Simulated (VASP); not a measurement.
# Nb (Im-3m) in VASP: further runs

Runs on Nb. Level: revPBE. Tasks: single point.

Everything below comes from runs of VASP 6.6.1. Logs are shortened: lines on timing, memory, paths and dates and some standing lists are left out, and cuts for length are marked.

### Step 1. The cell of the first run

Symmetry: Im-3m, No. 229, cubic system. Conventional cell: a = 3.321 Å, b = 3.321 Å, c = 3.321 Å, α = 90.00°, β = 90.00°, γ = 90.00°. Within 3.8 Å of Nb (site symmetry m-3m) lie 14 Nb at 2.88 to 3.32 Å.

### Step 2. Single point, revPBE, collinear spin

File INCAR:

```
SYSTEM = Nb
  PREC = Accurate
  ENCUT = 520
  EDIFF = 1E-7
  ISMEAR = -1
  SIGMA = 0.05
  LREAL = .FALSE.
  LASPH = .TRUE.
  NELM = 150
  ALGO = Normal
  ISIF = 2
  LWAVE = .FALSE.
  LCHARG = .TRUE.
  ISPIN = 2
  MAGMOM = 1
  LORBIT = 11
  LMAXMIX = 4
  GGA = RE
  LELF = .TRUE.
  LVHAR = .TRUE.
  NBANDS = 16
```

File KPOINTS:

```
Automatic mesh
0
G
  22 22 22
  0 0 0
```

File POSCAR:

```
Nb
1.0
   -1.6603275548      1.6603275548      1.6603275548
    1.6603275548     -1.6603275548      1.6603275548
    1.6603275548      1.6603275548     -1.6603275548
Nb
1
Direct
    0.0000000000      0.0000000000      0.0000000000
```

Potentials or basis: VASP PAW PBE potentials, release 64 (Nb_sv).

Run with:

```console
$ cat potpaw_PBE.64/Nb_sv/POTCAR > POTCAR
$ mpirun -np 1 vasp_std > vasp.out
```

OUTCAR:

```text
SYSTEM = Nb
   PREC = Accurate
   ENCUT = 520
   EDIFF = 1E-7
   ISMEAR = -1
   LREAL = .FALSE.
   LASPH = .TRUE.
   NELM = 150
   ISIF = 2
   ISPIN = 2
   LORBIT = 11
   GGA = RE

 ion  position               nearest neighbor table
   1  0.000  0.000  0.000-

  LATTYP: Found a body centered cubic cell.
 ALAT       =     3.3206551096

  Lattice vectors:

 A1 = (  -1.6603275548,   1.6603275548,   1.6603275548)
 A2 = (   1.6603275548,  -1.6603275548,   1.6603275548)
 A3 = (   1.6603275548,   1.6603275548,  -1.6603275548)

Analysis of symmetry for initial positions (statically):
=====================================================================
 Subroutine PRICEL returns:
 Original cell was already a primitive cell.

 Routine SETGRP: Setting up the symmetry group for a
 body centered cubic supercell.

 Subroutine GETGRP returns: Found 48 space group operations
 (whereof 48 operations were pure point group operations)
 out of a pool of 48 trial point group operations.

The static configuration has the point symmetry O_h .

Analysis of symmetry for dynamics (positions and initial velocities):
=====================================================================
 Subroutine PRICEL returns:
 Original cell was already a primitive cell.

 Routine SETGRP: Setting up the symmetry group for a
 body centered cubic supercell.

 Subroutine GETGRP returns: Found 48 space group operations
 (whereof 48 operations were pure point group operations)
 out of a pool of 48 trial point group operations.

The dynamic configuration has the point symmetry O_h .

Analysis of structural, dynamic, and magnetic symmetry:
=====================================================================
 Subroutine PRICEL returns:
 Original cell was already a primitive cell.

 Routine SETGRP: Setting up the symmetry group for a
 body centered cubic supercell.

 Subroutine GETGRP returns: Found 48 space group operations
 (whereof 48 operations were pure point group operations)
 out of a pool of 48 trial point group operations.

The overall configuration has the point symmetry O_h .

 Subroutine INISYM returns: Found 48 space group operations
 (whereof 48 operations are pure point group operations),
 and found     1 'primitive' translations

----------------------------------------------------------------------------------------

                                     Primitive cell

  volume of cell :      18.3080

  direct lattice vectors                    reciprocal lattice vectors
    -1.660327555  1.660327555  1.660327555     0.000000000  0.301145397  0.301145397
     1.660327555 -1.660327555  1.660327555     0.301145397  0.000000000  0.301145397
     1.660327555  1.660327555 -1.660327555     0.301145397  0.301145397  0.000000000

  length of vectors
     2.875771682  2.875771682  2.875771682     0.425883904  0.425883904  0.425883904

  position of ions in fractional coordinates (direct lattice)
     0.000000000  0.000000000  0.000000000

  ion indices of the primitive-cell ions
   primitive index   ion index
                 1           1

----------------------------------------------------------------------------------------

 KPOINTS: Automatic mesh

Automatic generation of k-mesh.
 Grid dimensions read from file:
 generate k-points for:   22   22   22

 Generating k-lattice:

  Cartesian coordinates                     Fractional coordinates (reciprocal lattice)
     0.000000000  0.013688427  0.013688427     0.045454545  0.000000000  0.000000000
     0.013688427  0.000000000  0.013688427     0.000000000  0.045454545  0.000000000
     0.013688427  0.013688427  0.000000000     0.000000000  0.000000000  0.045454545

  Length of vectors
     0.019358359  0.019358359  0.019358359

  Shift w.r.t. Gamma in fractional coordinates (k-lattice)
     0.000000000  0.000000000  0.000000000

 Subroutine IBZKPT returns following result:
 ===========================================

 Found    328 irreducible k-points:

 Following reciprocal coordinates:
            Coordinates               Weight
  0.000000  0.000000  0.000000      1.000000
  0.045455  0.000000  0.000000     12.000000
  0.090909  0.000000  0.000000     12.000000
  0.136364  0.000000  0.000000     12.000000
  0.181818  0.000000  0.000000     12.000000
  0.227273  0.000000  0.000000     12.000000
[... 16 lines left out ...]
  0.090909  0.090909  0.000000     24.000000
  0.136364  0.090909  0.000000     48.000000
 [... further k-points ...]
   k-points           NKPTS =    328   k-points in BZ     NKDIM =    328   number of bands    NBANDS=     16
   number of dos      NEDOS =    301   number of ions     NIONS =      1
   total plane-waves  NPLWV =  13824
   dimension x,y,z NGX =    24 NGY =   24 NGZ =   24
   dimension x,y,z NGXF=    48 NGYF=   48 NGZF=   48
   ions per type =               1
   NGX,Y,Z   is equivalent  to a cutoff of  13.87, 13.87, 13.87 a.u.
   NGXF,Y,Z  is equivalent  to a cutoff of  27.75, 27.75, 27.75 a.u.
 SYSTEM =  Nb
   PREC   = accura    normal or accurate (medium, high low for compatibility)
   ISTART =      0    job   : 0-new  1-cont  2-samecut
   ICHARG =      2    charge: 1-file 2-atom 10-const
   ISPIN  =      2    spin polarized calculation?
   LNONCOLLINEAR =      F non collinear calculations
   LSORBIT =      F    spin-orbit coupling
   LASPH  =      T    aspherical Exc in radial PAW
   ENCUT  =  520.0 eV  38.22 Ry    6.18 a.u.   5.35  5.35  5.35*2*pi/ulx,y,z
   NELM   =    150;   NELMIN=  2; NELMDL= -5     # of ELM steps
   EDIFF  = 0.1E-06   stopping-criterion for ELM
   LREAL  =      F    real-space projection
   EDIFFG = 0.1E-05   stopping-criterion for IOM
   NSW    =      0    number of steps for IOM
   IBRION =     -1    ionic relax: 0-MD 1-quasi-New 2-CG
   NFREE  =      0    steps in history (QN), initial steepest desc. (CG)
   ISIF   =      2    stress and relaxation
   ISYM   =      2    0-nonsym 1-usesym 2-fastsym
   POTIM  = 0.5000    time-step for ionic-motion
   TEBEG  =    0.0;   TEEND  =   0.0 temperature during run
   PSTRESS=    0.0 pullay stress
   NELECT =      13.0000    total number of electrons
   NUPDOWN=      -1.0000    fix difference up-down
   EMIN   =  10.00;   EMAX   =-10.00  energy-range for DOS
   EFERMI =   0.00;   METHOD = LEGACY
[... 38 lines left out ...]
 cond. band min:      10.9982731188   @ k =   0.0909   0.0455   0.0455
 fundamental gap:      0.0159167587
 Fermi energy:        10.9979985567

 spin component 1

 k-point     1 :       0.0000    0.0000    0.0000
  band No.  band energies     occupation
      1     -43.3974      1.00000
      2     -18.7303      1.00000
      3     -18.7303      1.00000
      4     -18.7303      1.00000
      5       5.0988      1.00000
      6      11.3810      0.00047
[... 8 lines left out ...]
     15      35.7561      0.00000
     16      38.7430      0.00000

 k-point     2 :       0.0455    0.0000    0.0000
  band No.  band energies     occupation
      1     -43.3928      1.00000
      2     -18.7583      1.00000
      3     -18.7388      1.00000
      4     -18.7304      1.00000
      5       5.1834      1.00000
      6      11.3290      0.00133
[... 8 lines left out ...]
     15      35.5042      0.00000
     16      38.6556      0.00000

 k-point     3 :       0.0909    0.0000    0.0000
  band No.  band energies     occupation
      1     -43.3795      1.00000
      2     -18.8397      1.00000
      3     -18.7636      1.00000
      4     -18.7310      1.00000
      5       5.4294      1.00000
      6      11.1811      0.02503
[... 8 lines left out ...]
     15      34.8309      0.00000
     16      38.3178      0.00000

 k-point     4 :       0.1364    0.0000    0.0000
  band No.  band energies     occupation
      1     -43.3585      1.00000
      2     -18.9664      1.00000
      3     -18.8026      1.00000
      4     -18.7321      1.00000
      5       5.8142      1.00000
      6      10.9595      0.68351
[... 8 lines left out ...]
     15      33.9939      0.00000
     16      37.5556      0.00000
[... 324 lines left out ...]
 k-point    22 :       0.4545    0.0455    0.0000
  band No.  band energies     occupation
      1     -43.1679      1.00000
      2     -20.0016      1.00000
      3     -19.1425      1.00000
      4     -18.7525      1.00000
      5       7.4222      1.00000
      6       9.4249      1.00000
[... 8 lines left out ...]
     15      34.9438      0.00000
     16      36.3827      0.00000

 k-point    23 :       0.0909    0.0909    0.0000
  band No.  band energies     occupation
      1     -43.3465      1.00000
      2     -19.0365      1.00000
      3     -18.8011      1.00000
      4     -18.7573      1.00000
      5       6.0370      1.00000
      6      10.9251      0.81133
[... 8 lines left out ...]
     15      34.7766      0.00000
     16      35.4887      0.00000

 k-point    24 :       0.1364    0.0909    0.0000
  band No.  band energies     occupation
      1     -43.3204      1.00000
      2     -19.1826      1.00000
      3     -18.8480      1.00000
      4     -18.7659      1.00000
      5       6.5068      1.00000
      6      10.6869      0.99802
[... 8 lines left out ...]
     15      33.9431      0.00000
     16      35.0866      0.00000

 [... further k-points ...]

 spin component 2

 k-point     1 :       0.0000    0.0000    0.0000
  band No.  band energies     occupation
      1     -43.3975      1.00000
      2     -18.7304      1.00000
      3     -18.7304      1.00000
      4     -18.7304      1.00000
      5       5.0986      1.00000
      6      11.3809      0.00047
[... 8 lines left out ...]
     15      35.7560      0.00000
     16      38.7429      0.00000

 k-point     2 :       0.0455    0.0000    0.0000
  band No.  band energies     occupation
      1     -43.3930      1.00000
      2     -18.7583      1.00000
      3     -18.7388      1.00000
      4     -18.7305      1.00000
      5       5.1832      1.00000
      6      11.3288      0.00134
[... 8 lines left out ...]
     15      35.5042      0.00000
     16      38.6595      0.00000

 k-point     3 :       0.0909    0.0000    0.0000
  band No.  band energies     occupation
      1     -43.3797      1.00000
      2     -18.8398      1.00000
      3     -18.7637      1.00000
      4     -18.7311      1.00000
      5       5.4292      1.00000
      6      11.1810      0.02509
[... 8 lines left out ...]
     15      34.8309      0.00000
     16      38.3177      0.00000

 k-point     4 :       0.1364    0.0000    0.0000
  band No.  band energies     occupation
      1     -43.3586      1.00000
      2     -18.9665      1.00000
      3     -18.8027      1.00000
      4     -18.7321      1.00000
      5       5.8140      1.00000
      6      10.9594      0.68402
[... 8 lines left out ...]
     15      33.9938      0.00000
     16      37.5555      0.00000
[... 324 lines left out ...]
 k-point    22 :       0.4545    0.0455    0.0000
  band No.  band energies     occupation
      1     -43.1681      1.00000
      2     -20.0017      1.00000
      3     -19.1426      1.00000
      4     -18.7526      1.00000
      5       7.4221      1.00000
      6       9.4248      1.00000
[... 8 lines left out ...]
     15      34.9437      0.00000
     16      36.3825      0.00000

 k-point    23 :       0.0909    0.0909    0.0000
  band No.  band energies     occupation
      1     -43.3466      1.00000
      2     -19.0366      1.00000
      3     -18.8012      1.00000
      4     -18.7574      1.00000
      5       6.0368      1.00000
      6      10.9249      0.81169
[... 8 lines left out ...]
     15      34.7765      0.00000
     16      35.4886      0.00000

 k-point    24 :       0.1364    0.0909    0.0000
  band No.  band energies     occupation
      1     -43.3206      1.00000
      2     -19.1827      1.00000
      3     -18.8481      1.00000
      4     -18.7660      1.00000
      5       6.5067      1.00000
      6      10.6868      0.99802
[... 8 lines left out ...]
     15      33.9429      0.00000
     16      35.0865      0.00000

 [... further k-points ...]
[... 5 lines left out ...]
  --------------------------------------------------------------------------------------
  -------------------------------------------------------------------------------------
  Total        0.0215032      0.0215032      0.0215032      0.0000000      0.0000000     -0.0000000
  in kB        1.8817962      1.8817962      1.8817962      0.0000000      0.0000000     -0.0000000
  external PRESSURE =       1.8817962 kB  Pullay stress =       0.0000000 kB

 VOLUME and BASIS-vectors are now :
 -----------------------------------------------------------------------------
  energy-cutoff  :      520.00
  volume of cell :       18.31
      direct lattice vectors                 reciprocal lattice vectors
    -1.660327555  1.660327555  1.660327555     0.000000000  0.301145397  0.301145397
     1.660327555 -1.660327555  1.660327555     0.301145397  0.000000000  0.301145397
     1.660327555  1.660327555 -1.660327555     0.301145397  0.301145397  0.000000000

 POSITION                                       TOTAL-FORCE (eV/Angst)
 -----------------------------------------------------------------------------------
      0.00000      0.00000      0.00000         0.000000     -0.000000      0.000000
 -----------------------------------------------------------------------------------
    total drift:                                0.000000      0.000000     -0.000000

  FREE ENERGIE OF THE ION-ELECTRON SYSTEM (eV)
  ---------------------------------------------------
  free  energy   TOTEN  =        -9.8144713976 eV

  energy  without entropy=       -9.8016083528  energy(sigma->0) =       -9.80803988

 total charge

# of ion       s       p       d       tot
------------------------------------------
    1        2.218   5.997   2.483  10.699

 magnetization (x)

# of ion       s       p       d       tot
------------------------------------------
    1       -0.000  -0.000  -0.000  -0.000
```

Wall time 3.5 min (1 thread of Intel Xeon 8259CL, shared host); peak memory 0.26 GiB.

What came out:

```yaml
Free_energy: -9.8145 eV
Pressure: 0.2 GPa
Net_moment: 0.00 μB per cell
Valence_electrons_inside_the_program's_atomic_spheres: Nb 10.70
```

Caveat: the PAW data sets were made with another functional, which shifts forces and pressure a little.

### Step 3. Single point, revPBE, collinear spin (18.31 Å³/atom)

File INCAR:

```
PREC = Accurate ; ENCUT = 520
EDIFF = 1E-7 ; ISMEAR = -1
SIGMA = 0.05 ; LREAL = False
LASPH = True ; NELM = 150
ALGO = Normal ; ISIF = 2
LWAVE = False ; LCHARG = True
ISPIN = 2 ; MAGMOM = 1
LORBIT = 11 ; LMAXMIX = 4
GGA = RE ; LELF = True
LVHAR = True ; NBANDS = 16
```

File KPOINTS:

```
Automatic mesh
0
Gamma
  22 22 22
```

POSCAR is that of step 2.

Potentials or basis: VASP PAW PBE potentials, release 64 (Nb_sv).

Run with:

```console
$ cat potpaw_PBE.64/Nb_sv/POTCAR > POTCAR
$ mpirun -np 1 vasp_std > vasp.out
```

Wall time 3 min (1 thread of Intel Xeon 8259CL, shared host); peak memory 0.26 GiB.

It converged, with:

```yaml
Free_energy: -9.8145 eV
Pressure: 0.2 GPa
Net_moment: 0.00 μB per cell
Valence_electrons_inside_the_program's_atomic_spheres: Nb 10.70
```

Levels at points of the mesh, in eV from the Fermi level:
Spin up:
```csv
k point,band 3,band 4,band 5,band 6,band 7,band 8,band 9,band 10
"(0.00, 0.00, 0.00)",-29.73,-29.73,-5.90,0.38,0.38,0.38,3.24,3.24
"(0.50, 0.00, 0.00)",-30.13,-29.74,-3.64,-1.60,2.21,3.26,3.93,6.24
"(0.50, 0.50, 0.50)",-30.61,-30.61,-3.61,-3.61,5.49,5.49,5.49,8.95
```
Spin down:
| k point | band 2 | band 3 | band 4 | band 5 | band 6 | band 7 | band 8 | band 9 | band 10 | band 11 |
| --- | --- | --- | --- | --- | --- | --- | --- | --- | --- | --- |
| (0.00, 0.00, 0.00) | -29.73 | -29.73 | -29.73 | -5.90 | 0.38 | 0.38 | 0.38 | 3.24 | 3.24 | 14.17 |
| (0.50, 0.00, 0.00) | -31.01 | -30.13 | -29.74 | -3.64 | -1.60 | 2.21 | 3.26 | 3.93 | 6.24 | 11.57 |
| (0.50, 0.50, 0.50) | -30.61 | -30.61 | -30.61 | -3.61 | -3.61 | 5.49 | 5.49 | 5.49 | 8.95 | 8.95 |

Caveat: the PAW data sets were made with another functional, which shifts forces and pressure a little.

### Step 4. Single point, revPBE, non-collinear spin, typed start, spin-orbit coupling

File INCAR:

```
PREC = Accurate
ENCUT = 520
EDIFF = 1E-7
ISMEAR = -1
SIGMA = 0.05
LREAL = F
LASPH = T
NELM = 150
ALGO = Normal
ISIF = 2
LWAVE = F
LCHARG = F
MAGMOM = 0 0 1
LORBIT = 11
LSORBIT = T
GGA_COMPAT = F
LORBMOM = T
LMAXMIX = 4
GGA = RE
NBANDS = 24
```

File KPOINTS:

```
Automatic mesh
0
Gamma
  13 13 13
```

POSCAR is that of step 3.

Run with:

```console
$ cat potpaw_PBE.64/Nb_sv/POTCAR > POTCAR
$ mpirun -np 1 vasp_ncl > vasp.out
```

Run time: 6 min. Hardware: 1 thread of Intel Xeon 8259CL, shared host; peak memory 0.34 GiB.

Results (log left out):

```
Free energy                                           : -9.9059 eV
Pressure                                              : -0.3 GPa
Net moment                                            : 0.00 μB per cell
Valence electrons inside the program's atomic spheres : Nb 10.70
```

Moments on the atoms (μB; x, y, z):
```
Nb  0.00 0.00 0.00
```

Caveat: the PAW data sets were made with another functional, which shifts forces and pressure a little.

### Step 5. Single point, revPBE, collinear spin (19.04 Å³/atom)

This run uses another cell than the first one, of 19.04 Å³/atom.

File INCAR:

```
PREC = Accurate
ENCUT = 520
EDIFF = 1E-7
ISMEAR = -1
SIGMA = 0.05
LREAL = False
LASPH = True
NELM = 150
ALGO = Normal
ISIF = 2
LWAVE = False
LCHARG = False
ISPIN = 2
MAGMOM = 1
LORBIT = 11
LMAXMIX = 4
GGA = RE
NBANDS = 16
```

File KPOINTS:

```
regular mesh
0
Gamma
  22 22 22
```

File POSCAR:

```
Nb
1.0
   -1.6821764756      1.6821764756      1.6821764756
    1.6821764756     -1.6821764756      1.6821764756
    1.6821764756      1.6821764756     -1.6821764756
Nb
1
Direct
    0.0000000000      0.0000000000      0.0000000000
```

Run with:

```console
$ cat potpaw_PBE.64/Nb_sv/POTCAR > POTCAR
$ mpirun -np 1 vasp_std > vasp.out
```

It took 2.9 min on 1 thread of Intel Xeon 8259CL, shared host; peak memory 0.27 GiB.

The run converged. Its results:

```yaml
Free_energy: -9.8015 eV
Pressure: -5.9 GPa
Net_moment: 0.00 μB per cell
Valence_electrons_inside_the_program's_atomic_spheres: Nb 10.64
```

Levels at points of the mesh, in eV from the Fermi level:
Spin up:
```tsv
k point	band 3	band 4	band 5	band 6	band 7	band 8	band 9	band 10
(0.00, 0.00, 0.00)	-29.87	-29.87	-5.82	0.39	0.39	0.39	3.12	3.12
(0.50, 0.00, 0.00)	-30.23	-29.87	-3.49	-1.49	2.03	3.12	3.75	5.93
(0.50, 0.50, 0.50)	-30.65	-30.65	-3.40	-3.40	5.23	5.23	5.23	8.63
```
Spin down:
```tsv
k point	band 2	band 3	band 4	band 5	band 6	band 7	band 8	band 9	band 10	band 11
(0.00, 0.00, 0.00)	-29.87	-29.87	-29.87	-5.82	0.39	0.39	0.39	3.12	3.12	14.06
(0.50, 0.00, 0.00)	-31.00	-30.23	-29.87	-3.49	-1.49	2.03	3.12	3.75	5.93	11.21
(0.50, 0.50, 0.50)	-30.65	-30.65	-30.65	-3.40	-3.40	5.23	5.23	5.23	8.63	8.63
```

Caveat: the cell stands under tension; the PAW data sets were made with another functional, which shifts forces and pressure a little.

### Step 6. The runs side by side

| spin | cell | k mesh | gap on the mesh (eV) | pressure (GPa) | moment (μB) |
| --- | --- | --- | --- | --- | --- |
| collinear | a = 2.876 Å, angles 109.5°, 1 atom | 22 × 22 × 22 | none | 0.2 | 0.00 |
| non-collinear, typed start, SOC | a = 2.876 Å, angles 109.5°, 1 atom | 13 × 13 × 13 | - | -0.3 | 0.00 |
| collinear | a = 2.914 Å, angles 109.5°, 1 atom | 22 × 22 × 22 | none | -5.9 | 0.00 |

Alike in all rows: task single point; level revPBE; potentials or basis VASP PAW PBE potentials, release 64 (Nb_sv); cutoff (eV) 520; smearing fermi-dirac 0.05 eV.

Caveats: the PAW data sets were made with another functional, which shifts forces and pressure a little; the cell stands under tension (at least some runs).

Total energies depend on the potentials used, so only differences within one code and one set of settings carry meaning.
